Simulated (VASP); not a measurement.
# Sn3GeTe4 (R3m) in VASP: further runs

Runs on Sn3GeTe4. Level: PBE. Tasks: single point.

Program: VASP 6.6.1. These are calculated values, not measurements. Logs are shortened: lines on timing, memory, paths and dates and some standing lists are left out, and cuts for length are marked.

## 1. The cell of the first run

The structure is trigonal, space group R3m (No. 160). Conventional cell: a = 8.944 Å, b = 8.944 Å, c = 11.182 Å, α = 90.00°, β = 90.00°, γ = 120.00°. Within 4.1 Å of Sn (site symmetry m) lie 6 Te at 3.10 to 3.28 Å. Within 3.8 Å of Ge (site symmetry 3m) lie 6 Te at 2.87 to 3.53 Å. Within 4.1 Å of Te (site symmetry 3m) lie 6 Sn at 3.10 to 3.28 Å. Within 3.8 Å of Te (site symmetry m) lie 2 Ge at 2.87 to 3.53 Å and 4 Sn at 3.12 to 3.26 Å.

## 2. Single point, PBE

Contents of INCAR:

```
SYSTEM = Sn3GeTe4
PREC = Accurate
ENCUT = 520
EDIFF = 1E-6
ISMEAR = 0
SIGMA = 0.1
LREAL = .FALSE.
LASPH = .TRUE.
NELM = 80
ALGO = Normal
ISIF = 2
LWAVE = .FALSE.
LCHARG = .FALSE.
GGA = PE
NBANDS = 50
```

Contents of KPOINTS:

```
regular mesh
0
G
  3 3 3
  0 0 0
```

Contents of POSCAR:

```
Sn3GeTe4
1.0
    4.4720192846      2.5819215378      3.7272580521
   -4.4720192846      2.5819215378      3.7272580521
    0.0000000000     -5.1638430756      3.7272580521
Sn Ge Te
3 1 4
Direct
    0.4942328844      0.4942328844      0.9944534523
    0.4942328844      0.9944534523      0.4942328844
    0.9944534523      0.4942328844      0.4942328844
    0.9733381954      0.9733381954      0.9733381954
    0.5081627813      0.5081627813      0.5081627813
    0.0050208193      0.0050208193      0.5241511095
    0.0050208193      0.5241511095      0.0050208193
    0.5241511095      0.0050208193      0.0050208193
```

Potentials or basis: VASP PAW PBE potentials, release 64 (Sn_d, Ge_d, Te).

Run with:

```bash
$ cat potpaw_PBE.64/Sn_d/POTCAR potpaw_PBE.64/Ge_d/POTCAR potpaw_PBE.64/Te/POTCAR > POTCAR
$ mpirun -np 1 vasp_std > vasp.out
```

OUTCAR:

```text
SYSTEM = Sn3GeTe4
   PREC = Accurate
   ENCUT = 520
   EDIFF = 1E-6
   ISMEAR = 0
   LREAL = .FALSE.
   LASPH = .TRUE.
   NELM = 80
   ISIF = 2
   GGA = PE

 ion  position               nearest neighbor table
   1  0.494  0.494  0.994-   5 3.10   7 3.12   8 3.12   8 3.26   7 3.26   5 3.28
   2  0.494  0.994  0.494-   5 3.10   6 3.12   8 3.12   6 3.26   8 3.26   5 3.28
   3  0.994  0.494  0.494-   5 3.10   6 3.12   7 3.12   6 3.26   7 3.26   5 3.28
   4  0.973  0.973  0.973-   7 2.87   8 2.87   6 2.87
   5  0.508  0.508  0.508-   2 3.10   3 3.10   1 3.10   2 3.28   3 3.28   1 3.28
   6  0.005  0.005  0.524-   4 2.87   3 3.12   2 3.12   3 3.26   2 3.26
   7  0.005  0.524  0.005-   4 2.87   1 3.12   3 3.12   1 3.26   3 3.26
   8  0.524  0.005  0.005-   4 2.87   1 3.12   2 3.12   1 3.26   2 3.26

  LATTYP: Found a trigonal (rhomboedric) cell.
 ALAT       =     6.3684949475
 COS(alpha) =     0.0138029165

  Lattice vectors:

 A1 = (   4.4720192846,   2.5819215378,   3.7272580521)
 A2 = (  -4.4720192846,   2.5819215378,   3.7272580521)
 A3 = (   0.0000000000,  -5.1638430756,   3.7272580521)

Analysis of symmetry for initial positions (statically):
=====================================================================
 Subroutine PRICEL returns:
 Original cell was already a primitive cell.

 Routine SETGRP: Setting up the symmetry group for a
 trigonal (rhombohedral) supercell.

 Subroutine GETGRP returns: Found  6 space group operations
 (whereof  6 operations were pure point group operations)
 out of a pool of 12 trial point group operations.

The static configuration has the point symmetry C_3v.

Analysis of symmetry for dynamics (positions and initial velocities):
=====================================================================
 Subroutine PRICEL returns:
 Original cell was already a primitive cell.

 Routine SETGRP: Setting up the symmetry group for a
 trigonal (rhombohedral) supercell.

 Subroutine GETGRP returns: Found  6 space group operations
 (whereof  6 operations were pure point group operations)
 out of a pool of 12 trial point group operations.

The dynamic configuration has the point symmetry C_3v.

 Subroutine INISYM returns: Found  6 space group operations
 (whereof  6 operations are pure point group operations),
 and found     1 'primitive' translations

----------------------------------------------------------------------------------------

                                     Primitive cell

  volume of cell :     258.2185

  direct lattice vectors                    reciprocal lattice vectors
     4.472019285  2.581921538  3.727258052     0.111806316  0.064551406  0.089431246
    -4.472019285  2.581921538  3.727258052    -0.111806316  0.064551406  0.089431246
     0.000000000 -5.163843076  3.727258052     0.000000000 -0.129102813  0.089431246

  length of vectors
     6.368494947  6.368494947  6.368494948     0.157052489  0.157052489  0.157052489

  position of ions in fractional coordinates (direct lattice)
     0.494232884  0.494232884  0.994453452
     0.494232884  0.994453452  0.494232884
     0.994453452  0.494232884  0.494232884
     0.973338195  0.973338195  0.973338195
     0.508162781  0.508162781  0.508162781
     0.005020819  0.005020819  0.524151109
     0.005020819  0.524151109  0.005020819
     0.524151109  0.005020819  0.005020819

  ion indices of the primitive-cell ions
   primitive index   ion index
                 1           1
                 2           2
                 3           3
                 4           4
                 5           5
                 6           6
                 7           7
                 8           8

----------------------------------------------------------------------------------------

 KPOINTS: regular mesh

Automatic generation of k-mesh.
 Grid dimensions read from file:
 generate k-points for:    3    3    3

 Generating k-lattice:

  Cartesian coordinates                     Fractional coordinates (reciprocal lattice)
     0.037268772  0.021517135  0.029810415     0.333333333 -0.000000000  0.000000000
    -0.037268772  0.021517135  0.029810415    -0.000000000  0.333333333  0.000000000
     0.000000000 -0.043034271  0.029810415     0.000000000  0.000000000  0.333333333

  Length of vectors
     0.052350830  0.052350830  0.052350830

  Shift w.r.t. Gamma in fractional coordinates (k-lattice)
     0.000000000  0.000000000  0.000000000

 Subroutine IBZKPT returns following result:
 ===========================================

 Found      6 irreducible k-points:

 Following reciprocal coordinates:
            Coordinates               Weight
  0.000000  0.000000  0.000000      1.000000
  0.333333 -0.000000 -0.000000      6.000000
  0.333333  0.333333 -0.000000      6.000000
 -0.333333  0.333333  0.000000      6.000000
  0.333333  0.333333  0.333333      2.000000
 -0.333333  0.333333  0.333333      6.000000
   k-points           NKPTS =      6   k-points in BZ     NKDIM =      6   number of bands    NBANDS=     50
   number of dos      NEDOS =    301   number of ions     NIONS =      8
   total plane-waves  NPLWV = 110592
   dimension x,y,z NGX =    48 NGY =   48 NGZ =   48
   dimension x,y,z NGXF=    96 NGYF=   96 NGZF=   96
   ions per type =               3   1   4
   NGX,Y,Z   is equivalent  to a cutoff of  12.53, 12.53, 12.53 a.u.
   NGXF,Y,Z  is equivalent  to a cutoff of  25.06, 25.06, 25.06 a.u.
 SYSTEM =  Sn3GeTe4
   PREC   = accura    normal or accurate (medium, high low for compatibility)
   ISTART =      0    job   : 0-new  1-cont  2-samecut
   ICHARG =      2    charge: 1-file 2-atom 10-const
   ISPIN  =      1    spin polarized calculation?
   LNONCOLLINEAR =      F non collinear calculations
   LSORBIT =      F    spin-orbit coupling
   LASPH  =      T    aspherical Exc in radial PAW
   ENCUT  =  520.0 eV  38.22 Ry    6.18 a.u.  11.84 11.84 11.84*2*pi/ulx,y,z
   NELM   =     80;   NELMIN=  2; NELMDL= -5     # of ELM steps
   EDIFF  = 0.1E-05   stopping-criterion for ELM
   LREAL  =      F    real-space projection
   EDIFFG = 0.1E-04   stopping-criterion for IOM
   NSW    =      0    number of steps for IOM
   IBRION =     -1    ionic relax: 0-MD 1-quasi-New 2-CG
   NFREE  =      0    steps in history (QN), initial steepest desc. (CG)
   ISIF   =      2    stress and relaxation
   ISYM   =      2    0-nonsym 1-usesym 2-fastsym
   POTIM  = 0.5000    time-step for ionic-motion
   TEBEG  =    0.0;   TEEND  =   0.0 temperature during run
   PSTRESS=    0.0 pullay stress
   NELECT =      80.0000    total number of electrons
   NUPDOWN=      -1.0000    fix difference up-down
   EMIN   =  10.00;   EMAX   =-10.00  energy-range for DOS
   EFERMI =   0.00;   METHOD = LEGACY
   ISMEAR =     0;   SIGMA  =   0.10  broadening in eV -4-tet -1-fermi 0-gaus
   EFERMI_NEDOS =   21; number of points for ismear=-14 and -15
   IALGO  =     38    algorithm
   IMIX   =      4    mixing-type and parameters
     AMIX     =   0.40;   BMIX     =  1.00
     AMIX_MAG =   1.60;   BMIX_MAG =  1.00
  volume/ion in A,a.u.               =      32.28       217.82
  Fermi-wavevector in a.u.,A,eV,Ry     =   1.107752  2.093347 16.695892  1.227113
  Thomas-Fermi vector in A             =   2.244270
   LORBIT       =      0    0 simple, 1 ext, 2 COOP (PROOUT), +10 PAW based schemes
   GGA     = PE    functional components
   LHFCALC =     F    Hartree Fock is set to
   AEXX    =    0.0000 exact exchange contribution
   IVDW    =     0    specifies the selected vdW correction
   LEPSILON=     F    determine dielectric tensor
   LRPA    =     F    only Hartree local field effects (RPA)
 non-spin polarized calculation
 Gauss-broadening in eV      SIGMA  =   0.10
  energy-cutoff  :      520.00
  volume of cell :      258.22
 maximum number of plane-waves:      6962
   NGX = 23   NGY = 23   NGZ = 23

 number of electron      80.0000003 magnetization

 Free energy of the ion-electron system (eV)
  ---------------------------------------------------
  ext. energy  EPLUGINS =         0.00000000
  ---------------------------------------------------
  free energy    TOTEN  =       -30.73655221 eV

  energy without entropy =      -30.73655221  energy(sigma->0) =      -30.73655221

 E-fermi :   6.0591     XC(G=0):  -9.2414

 val. band max:        5.5865437862   @ k =   0.3333   0.3333  -0.0000
 cond. band min:       6.7977769667   @ k =   0.3333   0.3333  -0.0000
 fundamental gap:      1.2112331805
 Fermi energy:         6.0591133688

 k-point     1 :       0.0000    0.0000    0.0000
  band No.  band energies     occupation
      1     -19.1455      2.00000
      2     -19.1455      2.00000
      3     -19.1353      2.00000
      4     -19.1353      2.00000
      5     -19.1299      2.00000
      6     -15.7817      2.00000
[... 42 lines left out ...]
     49      10.7015      0.00000
     50      10.8161      0.00000

 k-point     2 :       0.3333   -0.0000   -0.0000
  band No.  band energies     occupation
      1     -19.1455      2.00000
      2     -19.1454      2.00000
      3     -19.1353      2.00000
      4     -19.1353      2.00000
      5     -19.1299      2.00000
      6     -15.7783      2.00000
[... 42 lines left out ...]
     49       9.7245      0.00000
     50      10.1763      0.00000

 k-point     3 :       0.3333    0.3333   -0.0000
  band No.  band energies     occupation
      1     -19.1455      2.00000
      2     -19.1454      2.00000
      3     -19.1353      2.00000
      4     -19.1353      2.00000
      5     -19.1299      2.00000
      6     -15.7754      2.00000
[... 42 lines left out ...]
     49       9.2385      0.00000
     50       9.7452      0.00000

 k-point     4 :      -0.3333    0.3333    0.0000
  band No.  band energies     occupation
      1     -19.1455      2.00000
      2     -19.1454      2.00000
      3     -19.1353      2.00000
      4     -19.1353      2.00000
      5     -19.1299      2.00000
      6     -15.7751      2.00000
[... 42 lines left out ...]
     49       9.3399      0.00000
     50       9.7253      0.00000

 k-point     5 :       0.3333    0.3333    0.3333
  band No.  band energies     occupation
      1     -19.1454      2.00000
      2     -19.1454      2.00000
      3     -19.1353      2.00000
      4     -19.1353      2.00000
      5     -19.1299      2.00000
      6     -15.7739      2.00000
[... 42 lines left out ...]
     49       7.8339      0.00000
     50       8.4723      0.00000

 k-point     6 :      -0.3333    0.3333    0.3333
  band No.  band energies     occupation
      1     -19.1454      2.00000
      2     -19.1454      2.00000
      3     -19.1353      2.00000
      4     -19.1353      2.00000
      5     -19.1299      2.00000
      6     -15.7731      2.00000
[... 42 lines left out ...]
     49       7.9322      0.00000
     50       8.6112      0.00000

------------------------ aborting loop because EDIFF is reached ----------------------------------------

  FORCE on cell =-STRESS in cart. coord.  units (eV):
  Direction    XX          YY          ZZ          XY          YZ          ZX
  --------------------------------------------------------------------------------------
  -------------------------------------------------------------------------------------
  Total        0.0646282      0.0646282      0.4198758      0.0000000      0.0000000      0.0000000
  in kB        0.4010010      0.4010010      2.6052177      0.0000000      0.0000000      0.0000000
  external PRESSURE =       1.1357399 kB  Pullay stress =       0.0000000 kB

 VOLUME and BASIS-vectors are now :
 -----------------------------------------------------------------------------
  energy-cutoff  :      520.00
  volume of cell :      258.22
      direct lattice vectors                 reciprocal lattice vectors
     4.472019285  2.581921538  3.727258052     0.111806316  0.064551406  0.089431246
    -4.472019285  2.581921538  3.727258052    -0.111806316  0.064551406  0.089431246
     0.000000000 -5.163843076  3.727258052     0.000000000 -0.129102813  0.089431246

 POSITION                                       TOTAL-FORCE (eV/Angst)
 -----------------------------------------------------------------------------------
      0.00000     -2.58306      7.39085         0.000000     -0.004899      0.015380
     -2.23700      1.29153      7.39085        -0.004242      0.002449      0.015380
      2.23700      1.29153      7.39085         0.004242      0.002449      0.015380
      0.00000      0.00000     10.88365         0.000000      0.000000     -0.018197
      0.00000      0.00000      5.68216         0.000000      0.000000     -0.047094
      0.00000     -2.68071      1.99107         0.000000      0.051019      0.006383
     -2.32156      1.34035      1.99107         0.044184     -0.025510      0.006383
      2.32156      1.34035      1.99107        -0.044184     -0.025510      0.006383
 -----------------------------------------------------------------------------------
    total drift:                                0.000000     -0.000006      0.000395

  FREE ENERGIE OF THE ION-ELECTRON SYSTEM (eV)
  ---------------------------------------------------
  free  energy   TOTEN  =       -30.7365522083 eV

  energy  without entropy=      -30.7365522083  energy(sigma->0) =      -30.73655221
```

It took 2.2 min on 1 thread of Oxide Virtual Turin-like, shared host; peak memory 0.33 GiB.

Results:

```yaml
Free_energy: -30.7366 eV
Pressure: 0.1 GPa
Largest_force: 0.051 eV/Å
Band_gap_on_the_k_mesh: 1.21 eV, direct
```

Forces in eV/Å, atoms in the order of the input:
```
Sn   0.000 -0.005  0.015
Sn  -0.004  0.002  0.015
Sn   0.004  0.002  0.015
Ge   0.000  0.000 -0.018
Te   0.000  0.000 -0.047
Te   0.000  0.051  0.006
Te   0.044 -0.026  0.006
Te  -0.044 -0.026  0.006
```

Stress tensor (GPa, compression positive):
```
0.04 0.00 0.00
0.00 0.04 0.00
0.00 0.00 0.26
```

Caveat: spin-orbit coupling is left out, which moves the levels of the heavy elements.

## 3. Single point, PBE

This run uses another cell than the first one, of 32.41 Å³/atom, 1.004 times its volume.

Contents of INCAR:

```
PREC = Accurate
ENCUT = 520
EDIFF = 1E-6
ISMEAR = 0
SIGMA = 0.02
LREAL = False
LASPH = True
NELM = 60
ALGO = Normal
ISIF = 2
LWAVE = False
LCHARG = False
GGA = PE
NBANDS = 50
```

Contents of KPOINTS:

```
Automatic mesh
0
Gamma
  6 6 6
```

Contents of POSCAR:

```
Sn3GeTe4
1.0
    4.4707286542      2.5811763919      3.7446587712
   -4.4707286542      2.5811763919      3.7446587712
    0.0000000000     -5.1623527839      3.7446587712
Sn Ge Te
3 1 4
Direct
    0.4945306640      0.4945306640      0.9941219444
    0.4945306640      0.9941219444      0.4945306640
    0.9941219444      0.4945306640      0.4945306640
    0.9713189401      0.9713189401      0.9713189401
    0.5082842932      0.5082842932      0.5082842932
    0.0059203443      0.0059203443      0.5239857514
    0.0059203443      0.5239857514      0.0059203443
    0.5239857514      0.0059203443      0.0059203443
```

Potentials or basis: VASP PAW PBE potentials, release 64 (Sn_d, Ge_d, Te).

Run with:

```bash
$ cat potpaw_PBE.64/Sn_d/POTCAR potpaw_PBE.64/Ge_d/POTCAR potpaw_PBE.64/Te/POTCAR > POTCAR
$ mpirun -np 1 vasp_std > vasp.out
```

Wall time 8.2 min (1 thread of Oxide Virtual Turin-like, shared host); peak memory 0.52 GiB.

The run converged. Its results:

```yaml
Free_energy: -30.4509 eV
Pressure: 0.0 GPa
Largest_force: 0.012 eV/Å
Band_gap_on_the_k_mesh: 0.22 eV, direct
```

Forces on the atoms (eV/Å):
```
Sn   0.000 -0.001 -0.003
Sn  -0.001  0.000 -0.003
Sn   0.001  0.000 -0.003
Ge   0.000  0.000  0.012
Te   0.000  0.000  0.001
Te   0.000  0.007 -0.002
Te   0.006 -0.004 -0.002
Te  -0.006 -0.004 -0.002
```

Levels at points of the mesh, in eV from the valence-band top:
```
           k point  band 38  band 39  band 40  band 41  band 42  band 43
(0.00, 0.00, 0.00)    -1.81    -1.81    -1.76     2.04     2.36     2.36
(0.50, 0.00, 0.00)    -1.56    -0.81    -0.62     1.07     1.12     1.94
(0.50, 0.50, 0.00)    -0.88    -0.74    -0.57     0.89     1.01     1.21
(0.50, 0.50, 0.50)    -0.32     0.00     0.00     0.22     0.49     0.49
```

Caveat: spin-orbit coupling is left out, which moves the levels of the heavy elements.

(Continued in part 2 of 2.)
